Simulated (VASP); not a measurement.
# Ir (Im-3m) in VASP: further runs

The runs below take Ir through single point, with LDA.

Program: VASP 6.6.1. These are calculated values, not measurements. Logs are shortened: lines on timing, memory, paths and dates and some standing lists are left out, and cuts for length are marked.

## 1. The cell of the first run

Symmetry: Im-3m, No. 229, cubic system. The conventional cell has a = 2.429 Å, b = 2.429 Å, c = 2.429 Å, α = 90.00°, β = 90.00°, γ = 90.00°. Within 2.8 Å of Ir (site symmetry m-3m) lie 14 Ir at 2.10 to 2.43 Å.

This isn't the form of Ir at room conditions, which is fcc.

## 2. Single point, LDA (7.17 Å³/atom)

The input, INCAR:

```
SYSTEM = Ir
PREC = Accurate
ENCUT = 520
EDIFF = 1E-7
ISMEAR = -1
SIGMA = 0.08
LREAL = .False.
LASPH = .True.
NELM = 100
ALGO = Normal
ISIF = 2
LWAVE = .False.
LCHARG = .False.
NBANDS = 10
```

The input, KPOINTS:

```
regular mesh
0
Gamma
  20 20 20
  0 0 0
```

The input, POSCAR:

```
Ir
1.0
   -1.2146263317      1.2146263317      1.2146263317
    1.2146263317     -1.2146263317      1.2146263317
    1.2146263317      1.2146263317     -1.2146263317
Ir
1
Direct
    0.0000000000      0.0000000000      0.0000000000
```

Potentials or basis: VASP PAW LDA potentials, release 64 (Ir).

Command:

```console
$ cat potpaw_LDA.64/Ir/POTCAR > POTCAR
$ mpirun -np 1 vasp_std > vasp.out
```

OUTCAR:

```text
SYSTEM = Ir
   PREC = Accurate
   ENCUT = 520
   EDIFF = 1E-7
   ISMEAR = -1
   LREAL = .False.
   LASPH = .True.
   NELM = 100
   ISIF = 2

 ion  position               nearest neighbor table
   1  0.000  0.000  0.000-

  LATTYP: Found a body centered cubic cell.
 ALAT       =     2.4292526634

  Lattice vectors:

 A1 = (  -1.2146263317,   1.2146263317,   1.2146263317)
 A2 = (   1.2146263317,  -1.2146263317,   1.2146263317)
 A3 = (   1.2146263317,   1.2146263317,  -1.2146263317)

Analysis of symmetry for initial positions (statically):
=====================================================================
 Subroutine PRICEL returns:
 Original cell was already a primitive cell.

 Routine SETGRP: Setting up the symmetry group for a
 body centered cubic supercell.

 Subroutine GETGRP returns: Found 48 space group operations
 (whereof 48 operations were pure point group operations)
 out of a pool of 48 trial point group operations.

The static configuration has the point symmetry O_h .

Analysis of symmetry for dynamics (positions and initial velocities):
=====================================================================
 Subroutine PRICEL returns:
 Original cell was already a primitive cell.

 Routine SETGRP: Setting up the symmetry group for a
 body centered cubic supercell.

 Subroutine GETGRP returns: Found 48 space group operations
 (whereof 48 operations were pure point group operations)
 out of a pool of 48 trial point group operations.

The dynamic configuration has the point symmetry O_h .

 Subroutine INISYM returns: Found 48 space group operations
 (whereof 48 operations are pure point group operations),
 and found     1 'primitive' translations

----------------------------------------------------------------------------------------

                                     Primitive cell

  volume of cell :       7.1678

  direct lattice vectors                    reciprocal lattice vectors
    -1.214626332  1.214626332  1.214626332     0.000000000  0.411649235  0.411649235
     1.214626332 -1.214626332  1.214626332     0.411649235  0.000000000  0.411649235
     1.214626332  1.214626332 -1.214626332     0.411649235  0.411649235  0.000000000

  length of vectors
     2.103794519  2.103794519  2.103794519     0.582159931  0.582159931  0.582159931

  position of ions in fractional coordinates (direct lattice)
     0.000000000  0.000000000  0.000000000

  ion indices of the primitive-cell ions
   primitive index   ion index
                 1           1

----------------------------------------------------------------------------------------

 KPOINTS: regular mesh

Automatic generation of k-mesh.
 Grid dimensions read from file:
 generate k-points for:   20   20   20

 Generating k-lattice:

  Cartesian coordinates                     Fractional coordinates (reciprocal lattice)
     0.000000000  0.020582462  0.020582462     0.050000000  0.000000000  0.000000000
     0.020582462  0.000000000  0.020582462     0.000000000  0.050000000  0.000000000
     0.020582462  0.020582462  0.000000000     0.000000000  0.000000000  0.050000000

  Length of vectors
     0.029107997  0.029107997  0.029107997

  Shift w.r.t. Gamma in fractional coordinates (k-lattice)
     0.000000000  0.000000000  0.000000000

 Subroutine IBZKPT returns following result:
 ===========================================

 Found    256 irreducible k-points:

 Following reciprocal coordinates:
            Coordinates               Weight
  0.000000  0.000000  0.000000      1.000000
  0.050000  0.000000  0.000000     12.000000
  0.100000  0.000000  0.000000     12.000000
  0.150000  0.000000  0.000000     12.000000
  0.200000  0.000000  0.000000     12.000000
  0.250000  0.000000  0.000000     12.000000
[... 16 lines left out ...]
  0.200000  0.100000 -0.000000     48.000000
  0.250000  0.100000  0.000000     48.000000
 [... further k-points ...]
   k-points           NKPTS =    256   k-points in BZ     NKDIM =    256   number of bands    NBANDS=     10
   number of dos      NEDOS =    301   number of ions     NIONS =      1
   total plane-waves  NPLWV =   4096
   dimension x,y,z NGX =    16 NGY =   16 NGZ =   16
   dimension x,y,z NGXF=    32 NGYF=   32 NGZF=   32
   ions per type =               1
   NGX,Y,Z   is equivalent  to a cutoff of  12.64, 12.64, 12.64 a.u.
   NGXF,Y,Z  is equivalent  to a cutoff of  25.29, 25.29, 25.29 a.u.
 SYSTEM =  Ir
   PREC   = accura    normal or accurate (medium, high low for compatibility)
   ISTART =      0    job   : 0-new  1-cont  2-samecut
   ICHARG =      2    charge: 1-file 2-atom 10-const
   ISPIN  =      1    spin polarized calculation?
   LNONCOLLINEAR =      F non collinear calculations
   LSORBIT =      F    spin-orbit coupling
   LASPH  =      T    aspherical Exc in radial PAW
   ENCUT  =  520.0 eV  38.22 Ry    6.18 a.u.   3.91  3.91  3.91*2*pi/ulx,y,z
   NELM   =    100;   NELMIN=  2; NELMDL= -5     # of ELM steps
   EDIFF  = 0.1E-06   stopping-criterion for ELM
   LREAL  =      F    real-space projection
   EDIFFG = 0.1E-05   stopping-criterion for IOM
   NSW    =      0    number of steps for IOM
   IBRION =     -1    ionic relax: 0-MD 1-quasi-New 2-CG
   NFREE  =      0    steps in history (QN), initial steepest desc. (CG)
   ISIF   =      2    stress and relaxation
   ISYM   =      2    0-nonsym 1-usesym 2-fastsym
   POTIM  = 0.5000    time-step for ionic-motion
   TEBEG  =    0.0;   TEEND  =   0.0 temperature during run
   PSTRESS=    0.0 pullay stress
   NELECT =       9.0000    total number of electrons
   NUPDOWN=      -1.0000    fix difference up-down
   EMIN   =  10.00;   EMAX   =-10.00  energy-range for DOS
   EFERMI =   0.00;   METHOD = LEGACY
   ISMEAR =    -1;   SIGMA  =   0.08  broadening in eV -4-tet -1-fermi 0-gaus
   EFERMI_NEDOS =   21; number of points for ismear=-14 and -15
   IALGO  =     38    algorithm
   IMIX   =      4    mixing-type and parameters
     AMIX     =   0.40;   BMIX     =  1.00
     AMIX_MAG =   1.60;   BMIX_MAG =  1.00
  volume/ion in A,a.u.               =       7.17        48.37
  Fermi-wavevector in a.u.,A,eV,Ry     =   1.766145  3.337530 42.440211  3.119268
  Thomas-Fermi vector in A             =   2.833786
   LORBIT       =      0    0 simple, 1 ext, 2 COOP (PROOUT), +10 PAW based schemes
   GGA     = CA    functional components
   LHFCALC =     F    Hartree Fock is set to
   AEXX    =    0.0000 exact exchange contribution
   IVDW    =     0    specifies the selected vdW correction
   LEPSILON=     F    determine dielectric tensor
   LRPA    =     F    only Hartree local field effects (RPA)
 non-spin polarized calculation
  energy-cutoff  :      520.00
  volume of cell :        7.17
 maximum number of plane-waves:       204
   NGX =  7   NGY =  7   NGZ =  7

 number of electron       8.9999999 magnetization

 Free energy of the ion-electron system (eV)
  ---------------------------------------------------
  ext. energy  EPLUGINS =         0.00000000
  ---------------------------------------------------
  free energy    TOTEN  =         5.53493362 eV

  energy without entropy =        5.55123273  energy(sigma->0) =        5.54308318

 E-fermi :  26.2116     XC(G=0): -18.3208

 val. band max:       26.2112720832   @ k =   0.3000   0.1500   0.1500
 cond. band min:      26.2122218459   @ k =   0.4000   0.0000   0.0000
 fundamental gap:      0.0009497627
 Fermi energy:        26.2115801547

 k-point     1 :       0.0000    0.0000    0.0000
  band No.  band energies     occupation
      1       8.1231      2.00000
      2      16.2590      2.00000
      3      16.2590      2.00000
      4      16.2590      2.00000
      5      23.4970      2.00000
      6      23.4970      2.00000
      7      40.9794      0.00000
      8      40.9794      0.00000
      9      40.9794      0.00000
     10      54.2592      0.00000

 k-point     2 :       0.0500    0.0000    0.0000
  band No.  band energies     occupation
      1       8.4102      2.00000
      2      16.0870      2.00000
      3      16.2414      2.00000
      4      16.5319      2.00000
      5      23.1701      2.00000
      6      23.4908      2.00000
      7      41.2369      0.00000
      8      41.4007      0.00000
      9      41.7826      0.00000
     10      54.2995      0.00000

 k-point     3 :       0.1000    0.0000    0.0000
  band No.  band energies     occupation
      1       9.1918      2.00000
      2      15.6108      2.00000
      3      16.1854      2.00000
      4      17.3415      2.00000
      5      22.4770      2.00000
      6      23.4888      2.00000
      7      41.9515      0.00000
      8      42.6237      0.00000
      9      43.9152      0.00000
     10      54.1969      0.00000

 k-point     4 :       0.1500    0.0000    0.0000
  band No.  band energies     occupation
      1      10.1733      2.00000
      2      14.9269      2.00000
      3      16.1927      2.00000
      4      18.6605      2.00000
      5      21.9501      2.00000
      6      23.5327      2.00000
      7      42.9232      0.00000
      8      44.5476      0.00000
      9      46.7784      0.00000
     10      54.5111      0.00000
[... 222 lines left out ...]
 k-point    22 :       0.1500    0.1000    0.0000
  band No.  band energies     occupation
      1      11.4437      2.00000
      2      14.3647      2.00000
      3      15.3856      2.00000
      4      21.1501      2.00000
      5      21.9900      2.00000
      6      24.4560      2.00000
      7      44.2349      0.00000
      8      47.3602      0.00000
      9      50.0912      0.00000
     10      53.8414      0.00000

 k-point    23 :       0.2000    0.1000   -0.0000
  band No.  band energies     occupation
      1      11.2566      2.00000
      2      13.5863      2.00000
      3      16.5858      2.00000
      4      21.4220      2.00000
      5      24.4055      2.00000
      6      24.9740      2.00000
      7      44.4421      0.00000
      8      48.1229      0.00000
      9      51.4609      0.00000
     10      54.2713      0.00000

 k-point    24 :       0.2500    0.1000    0.0000
  band No.  band energies     occupation
      1      10.5655      2.00000
      2      12.9134      2.00000
      3      18.3308      2.00000
      4      22.1581      2.00000
      5      25.3311      1.99997
      6      27.2241      0.00001
      7      43.1701      0.00000
      8      49.0520      0.00000
      9      52.3546      0.00000
     10      54.6309      0.00000

 [... further k-points ...]
[... 5 lines left out ...]
  --------------------------------------------------------------------------------------
  -------------------------------------------------------------------------------------
  Total       55.9313386     55.9313386     55.9313386      0.0000000      0.0000000      0.0000000
  in kB    12501.9491632  12501.9491632  12501.9491632      0.0000000      0.0000000      0.0000000
  external PRESSURE =   12501.9491632 kB  Pullay stress =       0.0000000 kB

 VOLUME and BASIS-vectors are now :
 -----------------------------------------------------------------------------
  energy-cutoff  :      520.00
  volume of cell :        7.17
      direct lattice vectors                 reciprocal lattice vectors
    -1.214626332  1.214626332  1.214626332     0.000000000  0.411649235  0.411649235
     1.214626332 -1.214626332  1.214626332     0.411649235  0.000000000  0.411649235
     1.214626332  1.214626332 -1.214626332     0.411649235  0.411649235  0.000000000

 POSITION                                       TOTAL-FORCE (eV/Angst)
 -----------------------------------------------------------------------------------
      0.00000      0.00000      0.00000         0.000000      0.000000      0.000000
 -----------------------------------------------------------------------------------
    total drift:                               -0.000000     -0.000000      0.000000

  FREE ENERGIE OF THE ION-ELECTRON SYSTEM (eV)
  ---------------------------------------------------
  free  energy   TOTEN  =         5.5349336248 eV

  energy  without entropy=        5.5512327269  energy(sigma->0) =        5.54308318
```

Run time: 11 s. Hardware: 1 thread of AMD EPYC 7R13 (Zen 3), shared host; peak memory 0.1 GiB.

The run converged, but its numbers aren't listed here, since they failed a check.

Caveat: the cell stands under pressure; spin-orbit coupling is left out, which moves the levels of the heavy elements.

## 3. Single point, LDA (9.75 Å³/atom)

This run uses another cell than the first one, of 9.75 Å³/atom.

The input, INCAR:

```
SYSTEM = Ir
PREC = Accurate
ENCUT = 520
EDIFF = 1E-6
ISMEAR = -1
SIGMA = 0.08
LREAL = .FALSE.
LASPH = .TRUE.
NELM = 60
ALGO = Normal
ISIF = 2
LWAVE = .FALSE.
LCHARG = .TRUE.
LELF = .TRUE.
LVHAR = .TRUE.
NBANDS = 10
```

The input, KPOINTS:

```
Automatic mesh
0
G
  20 20 20
  0 0 0
```

The input, POSCAR:

```
Ir
1.0
   -1.3457229575      1.3457229575      1.3457229575
    1.3457229575     -1.3457229575      1.3457229575
    1.3457229575      1.3457229575     -1.3457229575
Ir
1
Direct
    0.0000000000      0.0000000000      0.0000000000
```

Potentials or basis: VASP PAW LDA potentials, release 64 (Ir).

Command:

```console
$ cat potpaw_LDA.64/Ir/POTCAR > POTCAR
$ mpirun -np 1 vasp_std > vasp.out
```

OUTCAR:

```text
SYSTEM = Ir
   PREC = Accurate
   ENCUT = 520
   EDIFF = 1E-6
   ISMEAR = -1
   LREAL = .FALSE.
   LASPH = .TRUE.
   NELM = 60
   ISIF = 2

 ion  position               nearest neighbor table
   1  0.000  0.000  0.000-

  LATTYP: Found a body centered cubic cell.
 ALAT       =     2.6914459150

  Lattice vectors:

 A1 = (  -1.3457229575,   1.3457229575,   1.3457229575)
 A2 = (   1.3457229575,  -1.3457229575,   1.3457229575)
 A3 = (   1.3457229575,   1.3457229575,  -1.3457229575)

[... 481 lines left out ...]
      2       9.0220      2.00000
      3      11.4036      2.00000
      4      15.3607      2.00000
      5      17.3538      1.98854
      6      18.1949      0.00938
      7      34.1174      0.00000
      8      36.9128      0.00000
      9      41.6627      0.00000
     10      44.4515      0.00000

 [... further k-points ...]
[... 5 lines left out ...]
  --------------------------------------------------------------------------------------
  -------------------------------------------------------------------------------------
  Total       21.9618462     21.9618462     21.9618462      0.0000000     -0.0000000      0.0000000
  in kB     3609.5449378   3609.5449378   3609.5449378      0.0000000     -0.0000000      0.0000000
  external PRESSURE =    3609.5449378 kB  Pullay stress =       0.0000000 kB

 VOLUME and BASIS-vectors are now :
 -----------------------------------------------------------------------------
  energy-cutoff  :      520.00
  volume of cell :        9.75
      direct lattice vectors                 reciprocal lattice vectors
    -1.345722958  1.345722958  1.345722958     0.000000000  0.371547500  0.371547500
     1.345722958 -1.345722958  1.345722958     0.371547500  0.000000000  0.371547500
     1.345722958  1.345722958 -1.345722958     0.371547500  0.371547500  0.000000000

 POSITION                                       TOTAL-FORCE (eV/Angst)
 -----------------------------------------------------------------------------------
      0.00000      0.00000      0.00000        -0.000000     -0.000000      0.000000
 -----------------------------------------------------------------------------------
    total drift:                                0.000000     -0.000000      0.000000

  FREE ENERGIE OF THE ION-ELECTRON SYSTEM (eV)
  ---------------------------------------------------
  free  energy   TOTEN  =        -6.0293190664 eV

  energy  without entropy=       -6.0010904046  energy(sigma->0) =       -6.01520474
```

OSZICAR:

```text
N       E                     dE             d eps       ncg     rms          rms(c)
DAV:   1     0.541939974704E+02    0.54194E+02   -0.46552E+03  5154   0.882E+02
DAV:   2    -0.571615602728E+01   -0.59910E+02   -0.57814E+02  5344   0.220E+02
DAV:   3    -0.651244441813E+01   -0.79629E+00   -0.79324E+00  5876   0.301E+01
DAV:   4    -0.651942960448E+01   -0.69852E-02   -0.69833E-02  6366   0.255E+00
DAV:   5    -0.651951880862E+01   -0.89204E-04   -0.89203E-04  6446   0.246E-01    0.458E+01
DAV:   6    -0.619632175272E+01    0.32320E+00   -0.76221E-02  6186   0.295E+00    0.258E+01
DAV:   7    -0.603067374034E+01    0.16565E+00   -0.10251E-01  6224   0.290E+00    0.750E-01
DAV:   8    -0.602928337031E+01    0.13904E-02   -0.26291E-03  5748   0.788E-01    0.955E-02
DAV:   9    -0.602931311281E+01   -0.29742E-04   -0.30185E-05  7528   0.646E-02    0.284E-02
DAV:  10    -0.602931908026E+01   -0.59675E-05   -0.31554E-06  5962   0.245E-02    0.303E-03
DAV:  11    -0.602931906644E+01    0.13821E-07   -0.48860E-08  3206   0.280E-03
   1 F= -.60293191E+01 E0= -.60152047E+01  d E =-.282287E-01
```

Run time: 15 s. Hardware: 1 thread of AMD EPYC 7R13 (Zen 3), shared host; peak memory 0.11 GiB.

What came out:

| Property | Result |
| --- | --- |
| Free energy | -6.0293 eV |
| Pressure | 361.0 GPa |
| Band gap on the k mesh | zero (an odd number of electrons rules out a gap without spin polarisation) |

Caveat: the cell stands under pressure; spin-orbit coupling is left out, which moves the levels of the heavy elements.

## 4. Single point, LDA (9.75 Å³/atom)

This run uses another cell than the first one, of 9.75 Å³/atom.

The input, INCAR:

```
PREC = Accurate
ENCUT = 520
EDIFF = 1E-7
ISMEAR = -1
SIGMA = 0.08
LREAL = F
LASPH = T
NELM = 100
ALGO = Normal
ISIF = 2
LWAVE = F
LCHARG = F
GGA = CA
NBANDS = 10
```

The input, KPOINTS:

```
Automatic mesh
0
Gamma
  20 20 20
```

POSCAR is that of step 3.

Command:

```console
$ cat potpaw_LDA.64/Ir/POTCAR > POTCAR
$ mpirun -np 1 vasp_std > vasp.out
```

It took 14 s on 1 thread of AMD EPYC 7R13 (Zen 3), shared host; peak memory 0.11 GiB.

It converged, with:

| Property | Result |
| --- | --- |
| Free energy | -6.0293 eV |
| Pressure | 361.0 GPa |
| Band gap on the k mesh | zero (an odd number of electrons rules out a gap without spin polarisation) |

Levels at points of the mesh, in eV from the Fermi level:
```tsv
k point	band 1	band 2	band 3	band 4	band 5	band 6	band 7	band 8	band 9
(0.00, 0.00, 0.00)	-15.03	-6.54	-6.54	-6.54	-1.35	-1.35	16.32	16.32	16.32
(0.50, 0.00, 0.00)	-12.67	-9.84	-1.33	-0.16	-0.08	4.40	12.59	13.95	21.89
(0.50, 0.50, 0.50)	-12.85	-12.85	2.90	2.90	2.90	10.02	10.02	10.02	22.46
```

Caveat: the cell stands under pressure; spin-orbit coupling is left out, which moves the levels of the heavy elements.
